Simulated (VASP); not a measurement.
# Pb (Fm-3m) in VASP: density of states with LDA

Aim: the density of states of Pb with LDA.

Program: VASP 6.6.1. These are calculated values, not measurements. Logs are shortened: lines on timing, memory, paths and dates and some standing lists are left out, and cuts for length are marked.

## (1) The cell of the first run

It takes space group Fm-3m (No. 225, cubic). The conventional cell has a = 4.880 Å, b = 4.880 Å, c = 4.880 Å, α = 90.00°, β = 90.00°, γ = 90.00°. Pb (site symmetry m-3m) has 12 Pb at 3.45 Å within 4.5 Å.

## (2) Density of states, LDA

The input, POSCAR:

```
Pb
1.0
    0.0000000000      2.4397854149      2.4397854149
    2.4397854149      0.0000000000      2.4397854149
    2.4397854149      2.4397854149      0.0000000000
Pb
1
Direct
    0.0000000000      0.0000000000      0.0000000000
```

The input, INCAR.step1:

```
PREC = Accurate
ENCUT = 520
EDIFF = 1E-6
ISMEAR = -1
SIGMA = 0.05
LREAL = F
LASPH = T
NELM = 80
ALGO = Normal
ISIF = 2
LWAVE = F
LCHARG = T
NBANDS = 13
```

The input, KPOINTS.step1:

```
regular mesh
0
Gamma
  15 15 15
```

The input, INCAR.step2:

```
PREC = Accurate
ENCUT = 520
EDIFF = 1E-6
ISMEAR = -5
SIGMA = 0.05
LREAL = F
LASPH = T
NELM = 80
ALGO = Normal
ISIF = 2
LWAVE = F
LCHARG = F
LORBIT = 11
NEDOS = 1001
ICHARG = 11
```

The input, KPOINTS.step2:

```
regular mesh
0
Gamma
  23 23 23
```

Potentials or basis: VASP PAW LDA potentials, release 64 (Pb_d).

On the command line:

```console
$ cat potpaw_LDA.64/Pb_d/POTCAR > POTCAR
$ cp INCAR.step1 INCAR
$ cp KPOINTS.step1 KPOINTS
$ mpirun -np 1 vasp_std > vasp.out
$ cp INCAR.step2 INCAR
$ cp KPOINTS.step2 KPOINTS
$ mpirun -np 1 vasp_std > vasp.out
```

OUTCAR:

```text
PREC = Accurate
   ENCUT = 520
   EDIFF = 1E-6
   ISMEAR = -5
   LREAL = F
   LASPH = T
   NELM = 80
   ISIF = 2
   LORBIT = 11
   ICHARG = 11

 ion  position               nearest neighbor table
   1  0.000  0.000  0.000-

  LATTYP: Found a face centered cubic cell.
 ALAT       =     4.8795708298

  Lattice vectors:

 A1 = (   0.0000000000,   2.4397854149,   2.4397854149)
 A2 = (   2.4397854149,   0.0000000000,   2.4397854149)
 A3 = (   2.4397854149,   2.4397854149,   0.0000000000)

Analysis of symmetry for initial positions (statically):
=====================================================================
 Subroutine PRICEL returns:
 Original cell was already a primitive cell.

 Routine SETGRP: Setting up the symmetry group for a
 face centered cubic supercell.

 Subroutine GETGRP returns: Found 48 space group operations
 (whereof 48 operations were pure point group operations)
 out of a pool of 48 trial point group operations.

The static configuration has the point symmetry O_h .

Analysis of symmetry for dynamics (positions and initial velocities):
=====================================================================
 Subroutine PRICEL returns:
 Original cell was already a primitive cell.

 Routine SETGRP: Setting up the symmetry group for a
 face centered cubic supercell.

 Subroutine GETGRP returns: Found 48 space group operations
 (whereof 48 operations were pure point group operations)
 out of a pool of 48 trial point group operations.

The dynamic configuration has the point symmetry O_h .

 Subroutine INISYM returns: Found 48 space group operations
 (whereof 48 operations are pure point group operations),
 and found     1 'primitive' translations

----------------------------------------------------------------------------------------

                                     Primitive cell

  volume of cell :      29.0459

  direct lattice vectors                    reciprocal lattice vectors
     0.000000000  2.439785415  2.439785415    -0.204936056  0.204936056  0.204936056
     2.439785415  0.000000000  2.439785415     0.204936056 -0.204936056  0.204936056
     2.439785415  2.439785415  0.000000000     0.204936056  0.204936056 -0.204936056

  length of vectors
     3.450377623  3.450377623  3.450377623     0.354959661  0.354959661  0.354959661

  position of ions in fractional coordinates (direct lattice)
     0.000000000  0.000000000  0.000000000

  ion indices of the primitive-cell ions
[... 86 lines left out ...]
   PSTRESS=    0.0 pullay stress
   NELECT =      14.0000    total number of electrons
   NUPDOWN=      -1.0000    fix difference up-down
   EMIN   =  10.00;   EMAX   =-10.00  energy-range for DOS
   EFERMI =   0.00;   METHOD = LEGACY
   ISMEAR =    -5;   SIGMA  =   0.05  broadening in eV -4-tet -1-fermi 0-gaus
   EFERMI_NEDOS =   21; number of points for ismear=-14 and -15
   IALGO  =     38    algorithm
   IMIX   =      4    mixing-type and parameters
     AMIX     =   0.40;   BMIX     =  1.00
     AMIX_MAG =   1.60;   BMIX_MAG =  1.00
  volume/ion in A,a.u.               =      29.05       196.01
  Fermi-wavevector in a.u.,A,eV,Ry     =   1.283579  2.425612 22.416614  1.647575
  Thomas-Fermi vector in A             =   2.415823
   LORBIT       =     11    0 simple, 1 ext, 2 COOP (PROOUT), +10 PAW based schemes
   GGA     = CA    functional components
   LHFCALC =     F    Hartree Fock is set to
   AEXX    =    0.0000 exact exchange contribution
   IVDW    =     0    specifies the selected vdW correction
   LEPSILON=     F    determine dielectric tensor
   LRPA    =     F    only Hartree local field effects (RPA)
 non-spin polarized calculation
 Fermi weights with tetrahedron method with Bloechl corrections
  energy-cutoff  :      520.00
  volume of cell :       29.05
 maximum number of plane-waves:       801
 NGX is ok and might be reduce to    28

 number of electron      13.9999999 magnetization

 Free energy of the ion-electron system (eV)
  ---------------------------------------------------
  ext. energy  EPLUGINS =         0.00000000
  ---------------------------------------------------
  free energy    TOTEN  =        -4.25422824 eV

  energy without entropy =       -4.25422824  energy(sigma->0) =       -4.25422824

 E-fermi :   7.5511     XC(G=0): -10.6623

 val. band max:        7.5123236756   @ k =  -0.3913   0.4348   0.1304
 cond. band min:       7.5569154477   @ k =  -0.4348   0.3478   0.1739
 fundamental gap:      0.0445917721
 Fermi energy:         7.5511476233

 k-point     1 :       0.0000    0.0000    0.0000
  band No.  band energies     occupation
      1      -9.5414      2.00000
      2      -9.5414      2.00000
      3      -9.5414      2.00000
      4      -9.3783      2.00000
      5      -9.3783      2.00000
      6      -4.5628      2.00000
      7      15.1950      0.00000
      8      15.1950      0.00000
      9      15.1950      0.00000
     10      17.3521      0.00000
     11      19.5235      0.00000
[... 309 lines left out ...]
 k-point    24 :      -0.4783    0.0435    0.0000
  band No.  band energies     occupation
      1      -9.5786      2.00000
      2      -9.5295      2.00000
      3      -9.5236      2.00000
      4      -9.2298      2.00000
      5      -9.2266      2.00000
      6      -0.6675      2.00000
      7       3.1348      2.00000
      8      12.8674      0.00000
      9      13.1842      0.00000
     10      16.6121      0.00000
     11      17.7404      0.00000

 [... further k-points ...]

------------------------ aborting loop because EDIFF is reached ----------------------------------------

  FORCE on cell =-STRESS in cart. coord.  units (eV):
  Direction    XX          YY          ZZ          XY          YZ          ZX
  --------------------------------------------------------------------------------------
  -------------------------------------------------------------------------------------
  Total        0.0466951      0.0466951      0.0466951     -0.0000000     -0.0000000      0.0000000
  in kB        2.5757107      2.5757107      2.5757107     -0.0000000     -0.0000000      0.0000000
  external PRESSURE =       2.5757107 kB  Pullay stress =       0.0000000 kB

 VOLUME and BASIS-vectors are now :
 -----------------------------------------------------------------------------
  energy-cutoff  :      520.00
  volume of cell :       29.05
      direct lattice vectors                 reciprocal lattice vectors
     0.000000000  2.439785415  2.439785415    -0.204936056  0.204936056  0.204936056
     2.439785415  0.000000000  2.439785415     0.204936056 -0.204936056  0.204936056
     2.439785415  2.439785415  0.000000000     0.204936056  0.204936056 -0.204936056

 POSITION                                       TOTAL-FORCE (eV/Angst)
 -----------------------------------------------------------------------------------
      0.00000      0.00000      0.00000         0.000000      0.000000      0.000000
 -----------------------------------------------------------------------------------
    total drift:                               -0.000000     -0.000000     -0.000000

  FREE ENERGIE OF THE ION-ELECTRON SYSTEM (eV)
  ---------------------------------------------------
  free  energy   TOTEN  =        -4.2542282419 eV

  energy  without entropy=       -4.2542282419  energy(sigma->0) =       -4.25422824

 total charge

# of ion       s       p       d       tot
------------------------------------------
    1        1.403   0.774   9.808  11.985
```

It used 85 s of CPU time on 1 thread of AMD EPYC 7R13 Processor (Zen 3), with other jobs on the host.

Results:

```
Valence electrons inside the program's atomic spheres : Pb 11.98
```

Levels at points of the mesh, in eV from the Fermi level:
```csv
k point,band 5,band 6,band 7,band 8,band 9,band 10
"(0.00, 0.00, 0.00)",-16.93,-12.11,7.64,7.64,7.64,9.80
```

Caveat: spin-orbit coupling is left out, which moves the levels of the heavy elements; tetrahedron occupations give inexact forces and stress in metals.
